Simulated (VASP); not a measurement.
# AlN (F-43m) in VASP: notebook

Runs on AlN. Level: r2SCAN. Tasks: relaxation of cell and atoms.

All numbers are computed with VASP 6.6.1; they aren't measurements. Logs are shortened: lines on timing, memory, paths and dates and some standing lists are left out, and cuts for length are marked.

## (1) The cell of the first run

The structure is cubic, space group F-43m (No. 216). The conventional cell has a = 4.368 Å, b = 4.368 Å, c = 4.368 Å, α = 90.00°, β = 90.00°, γ = 90.00°. Within 2.5 Å of Al (site symmetry -43m) lie 4 N at 1.89 Å. N (site symmetry -43m) has 4 Al at 1.89 Å within 2.5 Å.

## (2) Relaxation of cell and atoms, r2SCAN, target pressure 2 GPa, at which the enthalpy is minimised

Contents of POSCAR:

```
AlN
1.0
    0.0000000000      2.1839940000      2.1839940000
    2.1839940000      0.0000000000      2.1839940000
    2.1839940000      2.1839940000      0.0000000000
Al N
1 1
Direct
    0.0000000000      0.0000000000      0.0000000000
    0.7500000000      0.7500000000      0.7500000000
```

Contents of INCAR.step1:

```
SYSTEM = AlN
PREC     = Accurate       ! precision mode
ENCUT    = 600            ! plane-wave cutoff, eV
ISMEAR   = 0              ! smearing method
SIGMA    = 0.01           ! smearing width, eV
LREAL    = .FALSE.        ! projectors in reciprocal space
LASPH    = .TRUE.         ! aspherical terms in the spheres
NELM     = 60             ! most SCF steps
GGA      = PE             ! functional
ALGO     = Normal         ! electronic algorithm
EDIFF    = 1E-4           ! SCF threshold, eV
LWAVE    = .TRUE.         ! write WAVECAR
LCHARG   = .FALSE.        ! write CHGCAR
```

Contents of INCAR.step2:

```
SYSTEM = AlN
PREC     = Accurate       ! precision mode
ENCUT    = 600            ! plane-wave cutoff, eV
EDIFF    = 1E-6           ! SCF threshold, eV
ISMEAR   = 0              ! smearing method
SIGMA    = 0.01           ! smearing width, eV
LREAL    = .FALSE.        ! projectors in reciprocal space
LASPH    = .TRUE.         ! aspherical terms in the spheres
NELM     = 60             ! most SCF steps
ALGO     = Normal         ! electronic algorithm
ISIF     = 3              ! what is computed and relaxed
LWAVE    = .FALSE.        ! write WAVECAR
LCHARG   = .FALSE.        ! write CHGCAR
METAGGA  = R2SCAN         ! meta-GGA
LMIXTAU  = .TRUE.       
IBRION   = 2              ! ionic algorithm
NSW      = 80             ! ionic steps
EDIFFG   = -0.01          ! ionic threshold
PSTRESS  = 20.0         
ISTART   = 1
```

Contents of KPOINTS:

```
Automatic mesh
0
G
  8 8 8
  0 0 0
```

Potentials or basis: VASP PAW PBE potentials, release 64 (Al, N).

Started as:

```
cat potpaw_PBE.64/Al/POTCAR potpaw_PBE.64/N/POTCAR > POTCAR
cp INCAR.step1 INCAR
mpirun -np 1 vasp_std > vasp.out
cp INCAR.step2 INCAR
mpirun -np 1 vasp_std > vasp.out
```

OUTCAR:

```text
SYSTEM = AlN
   PREC = Accurate
   ENCUT = 600
   EDIFF = 1E-6
   ISMEAR = 0
   LREAL = .FALSE.
   LASPH = .TRUE.
   NELM = 60
   ISIF = 3
   METAGGA = R2SCAN
   IBRION = 2
   NSW = 80
   EDIFFG = -0.01
   PSTRESS = 20.0
   ISTART = 1

 ion  position               nearest neighbor table
   1  0.000  0.000  0.000-   2 1.89   2 1.89   2 1.89   2 1.89
   2  0.750  0.750  0.750-   1 1.89   1 1.89   1 1.89   1 1.89

  LATTYP: Found a face centered cubic cell.
 ALAT       =     4.3679880000

  Lattice vectors:

 A1 = (   0.0000000000,   2.1839940000,   2.1839940000)
 A2 = (   2.1839940000,   0.0000000000,   2.1839940000)
 A3 = (   2.1839940000,   2.1839940000,   0.0000000000)

Analysis of symmetry for initial positions (statically):
=====================================================================
 Subroutine PRICEL returns:
 Original cell was already a primitive cell.

 Routine SETGRP: Setting up the symmetry group for a
 face centered cubic supercell.

 Subroutine GETGRP returns: Found 24 space group operations
 (whereof 24 operations were pure point group operations)
 out of a pool of 48 trial point group operations.

The static configuration has the point symmetry T_d .

Analysis of symmetry for dynamics (positions and initial velocities):
=====================================================================
 Subroutine PRICEL returns:
 Original cell was already a primitive cell.

 Routine SETGRP: Setting up the symmetry group for a
 face centered cubic supercell.

 Subroutine GETGRP returns: Found 24 space group operations
 (whereof 24 operations were pure point group operations)
 out of a pool of 48 trial point group operations.

The dynamic configuration has the point symmetry T_d .

 Subroutine INISYM returns: Found 24 space group operations
 (whereof 24 operations are pure point group operations),
 and found     1 'primitive' translations

----------------------------------------------------------------------------------------

                                     Primitive cell

  volume of cell :      20.8346

  direct lattice vectors                    reciprocal lattice vectors
     0.000000000  2.183994000  2.183994000    -0.228938358  0.228938358  0.228938358
     2.183994000  0.000000000  2.183994000     0.228938358 -0.228938358  0.228938358
     2.183994000  2.183994000  0.000000000     0.228938358  0.228938358 -0.228938358

  length of vectors
     3.088633935  3.088633935  3.088633935     0.396532868  0.396532868  0.396532868

  position of ions in fractional coordinates (direct lattice)
     0.000000000  0.000000000  0.000000000
     0.750000000  0.750000000  0.750000000

  ion indices of the primitive-cell ions
   primitive index   ion index
                 1           1
                 2           2

----------------------------------------------------------------------------------------

 KPOINTS: Automatic mesh

Automatic generation of k-mesh.
 Grid dimensions read from file:
 generate k-points for:    8    8    8

 Generating k-lattice:

  Cartesian coordinates                     Fractional coordinates (reciprocal lattice)
    -0.028617295  0.028617295  0.028617295     0.125000000  0.000000000  0.000000000
     0.028617295 -0.028617295  0.028617295     0.000000000  0.125000000  0.000000000
     0.028617295  0.028617295 -0.028617295     0.000000000  0.000000000  0.125000000

  Length of vectors
     0.049566608  0.049566608  0.049566608

  Shift w.r.t. Gamma in fractional coordinates (k-lattice)
     0.000000000  0.000000000  0.000000000

 Subroutine IBZKPT returns following result:
 ===========================================

 Found     29 irreducible k-points:

 Following reciprocal coordinates:
            Coordinates               Weight
  0.000000  0.000000  0.000000      1.000000
  0.125000  0.000000  0.000000      8.000000
  0.250000  0.000000  0.000000      8.000000
  0.375000  0.000000  0.000000      8.000000
  0.500000  0.000000  0.000000      4.000000
  0.125000  0.125000  0.000000      6.000000
[... 16 lines left out ...]
  0.500000  0.250000  0.125000     48.000000
 -0.375000  0.250000  0.125000     24.000000
 [... further k-points ...]
   k-points           NKPTS =     29   k-points in BZ     NKDIM =     29   number of bands    NBANDS=      8
   number of dos      NEDOS =    301   number of ions     NIONS =      2
   total plane-waves  NPLWV =  21952
   dimension x,y,z NGX =    28 NGY =   28 NGZ =   28
   dimension x,y,z NGXF=    56 NGYF=   56 NGZF=   56
   ions per type =               1   1
   NGX,Y,Z   is equivalent  to a cutoff of  15.07, 15.07, 15.07 a.u.
   NGXF,Y,Z  is equivalent  to a cutoff of  30.14, 30.14, 30.14 a.u.
 SYSTEM =  AlN
   PREC   = accura    normal or accurate (medium, high low for compatibility)
   ISTART =      1    job   : 0-new  1-cont  2-samecut
   ICHARG =      0    charge: 1-file 2-atom 10-const
   ISPIN  =      1    spin polarized calculation?
   LNONCOLLINEAR =      F non collinear calculations
   LSORBIT =      F    spin-orbit coupling
   LASPH  =      T    aspherical Exc in radial PAW
   ENCUT  =  600.0 eV  44.10 Ry    6.64 a.u.   6.17  6.17  6.17*2*pi/ulx,y,z
   NELM   =     60;   NELMIN=  2; NELMDL=  0     # of ELM steps
   EDIFF  = 0.1E-05   stopping-criterion for ELM
   LREAL  =      F    real-space projection
   EDIFFG = -.1E-01   stopping-criterion for IOM
   NSW    =     80    number of steps for IOM
   IBRION =      2    ionic relax: 0-MD 1-quasi-New 2-CG
   NFREE  =      1    steps in history (QN), initial steepest desc. (CG)
   ISIF   =      3    stress and relaxation
   ISYM   =      2    0-nonsym 1-usesym 2-fastsym
   POTIM  = 0.5000    time-step for ionic-motion
   TEBEG  =    0.0;   TEEND  =   0.0 temperature during run
   PSTRESS=   20.0 pullay stress
   NELECT =       8.0000    total number of electrons
   NUPDOWN=      -1.0000    fix difference up-down
   EMIN   =  10.00;   EMAX   =-10.00  energy-range for DOS
   EFERMI =   0.00;   METHOD = LEGACY
   ISMEAR =     0;   SIGMA  =   0.01  broadening in eV -4-tet -1-fermi 0-gaus
   EFERMI_NEDOS =   21; number of points for ismear=-14 and -15
   IALGO  =     38    algorithm
   IMIX   =      4    mixing-type and parameters
     AMIX     =   0.40;   BMIX     =  1.00
     AMIX_MAG =   1.60;   BMIX_MAG =  1.00
  volume/ion in A,a.u.               =      10.42        70.30
  Fermi-wavevector in a.u.,A,eV,Ry     =   1.189899  2.248583 19.263936  1.415859
  Thomas-Fermi vector in A             =   2.325996
   LORBIT       =      0    0 simple, 1 ext, 2 COOP (PROOUT), +10 PAW based schemes
   METAGGA = R2SCAN    functional components
   LHFCALC =     F    Hartree Fock is set to
   AEXX    =    0.0000 exact exchange contribution
   IVDW    =     0    specifies the selected vdW correction
   LEPSILON=     F    determine dielectric tensor
   LRPA    =     F    only Hartree local field effects (RPA)
 conjugate gradient relaxation of ions
 non-spin polarized calculation
 Gauss-broadening in eV      SIGMA  =   0.01
  energy-cutoff  :      600.00
  volume of cell :       20.83
 maximum number of plane-waves:       725
 NGX is ok and might be reduce to    28
   NGX = 13   NGY = 13   NGZ = 13

--------------------------------------- Ionic step        1  -------------------------------------------

 number of electron       7.9999999 magnetization

 Free energy of the ion-electron system (eV)
  ---------------------------------------------------
  ext. energy  EPLUGINS =         0.00000000
  ---------------------------------------------------
  free energy    TOTEN  =       -19.17963426 eV

  energy without entropy =      -19.17963426  energy(sigma->0) =      -19.17963426

------------------------ aborting loop because EDIFF is reached ----------------------------------------

  FORCE on cell =-STRESS in cart. coord.  units (eV):
  Direction    XX          YY          ZZ          XY          YZ          ZX
  --------------------------------------------------------------------------------------
  -------------------------------------------------------------------------------------
  Total       -0.0100209     -0.0100209     -0.0100209      0.0000000      0.0000000      0.0000000
  in kB       -0.7706080     -0.7706080     -0.7706080      0.0000000      0.0000000      0.0000000
  external PRESSURE =     -20.7706080 kB  Pullay stress =      20.0000000 kB
[... 61 lines left out ...]
  enthalpy is  TOTEN    =       -18.9193067110 eV   P V=        0.2550277759

--------------------------------------- Ionic step        3  -------------------------------------------

 number of electron       7.9999999 magnetization

 Free energy of the ion-electron system (eV)
  ---------------------------------------------------
  ext. energy  EPLUGINS =         0.00000000
  ---------------------------------------------------
  free energy    TOTEN  =       -19.17848382 eV

  energy without entropy =      -19.17848382  energy(sigma->0) =      -19.17848382

 E-fermi :   5.8459     XC(G=0): -11.4600

 val. band max:        5.7796999521   @ k =   0.0000   0.0000   0.0000
 cond. band min:       9.7215495547   @ k =   0.5000   0.5000   0.0000
 fundamental gap:      3.9418496026
 Fermi energy:         5.8458966884

 k-point     1 :       0.0000    0.0000    0.0000
  band No.  band energies     occupation
      1     -10.0164      2.00000
      2       5.7797      2.00000
      3       5.7797      2.00000
      4       5.7797      2.00000
      5      10.7587      0.00000
      6      19.3967      0.00000
      7      19.3967      0.00000
      8      19.3967      0.00000
[... 243 lines left out ...]
 k-point    24 :      -0.3750    0.2500    0.1250
  band No.  band energies     occupation
      1      -7.6555      2.00000
      2       0.5772      2.00000
      3       3.5304      2.00000
      4       4.6512      2.00000
      5      13.6543      0.00000
      6      15.9886      0.00000
      7      19.0575      0.00000
      8      19.5032      0.00000

 [... further k-points ...]

------------------------ aborting loop because EDIFF is reached ----------------------------------------

  FORCE on cell =-STRESS in cart. coord.  units (eV):
  Direction    XX          YY          ZZ          XY          YZ          ZX
  --------------------------------------------------------------------------------------
  -------------------------------------------------------------------------------------
  Total        0.2475003      0.2475003      0.2475003      0.0000000      0.0000000     -0.0000000
  in kB       19.2096407     19.2096407     19.2096407      0.0000000      0.0000000     -0.0000000
  external PRESSURE =      -0.7903593 kB  Pullay stress =      20.0000000 kB
[... 17 lines left out ...]
  FREE ENERGIE OF THE ION-ELECTRON SYSTEM (eV)
  ---------------------------------------------------
  free  energy   TOTEN  =       -19.1784838177 eV

  energy  without entropy=      -19.1784838177  energy(sigma->0) =      -19.17848382

  enthalpy is  TOTEN    =       -18.9208003701 eV   P V=        0.2576834476

 reached required accuracy - stopping structural energy minimisation
```

It took 2.5 min on 1 thread of AMD EPYC 7R43 (Zen 3), shared host; peak memory 0.12 GiB.

Results:

```
Free energy                                            : -19.1785 eV
Relaxed volume                                         : 10.32 Å³/atom
Relaxed cell                                           : a = 3.079 Å, b = 3.079 Å, c = 3.079 Å, α = 60.00°, β = 60.00°, γ = 60.00°
Space group after relaxing (to 0.05 Å)                 : F-43m (No. 216)
Energy change on relaxing (the enthalpy is what falls) : +0.6 meV/atom
Ionic steps                                            : 3
Pressure after relaxing                                : 1.9 GPa
Band gap on the k mesh                                 : 3.94 eV, indirect (least direct gap 4.98 eV)
```

Step by step:
```tsv
step	energy change (eV)	largest force (eV/Å)	pressure (GPa)	volume (Å³)
1	0.0000	0.0000	-0.08	20.83
2	0.0053	0.0000	4.24	20.43
3	0.0012	0.0000	1.92	20.64
```

Final structure:
```
Al N
1.0
     0.00000    2.17727    2.17727
     2.17727    0.00000    2.17727
     2.17727    2.17727    0.00000
Al N
1 1
Direct
  0.00000 0.00000 0.00000
  0.75000 0.75000 0.75000
```

Caveat: the cell is relaxed towards a set pressure, so the enthalpy falls and the energy may rise; the PAW data sets were made with another functional, which shifts forces and pressure a little.

[end of part 1 of 2]
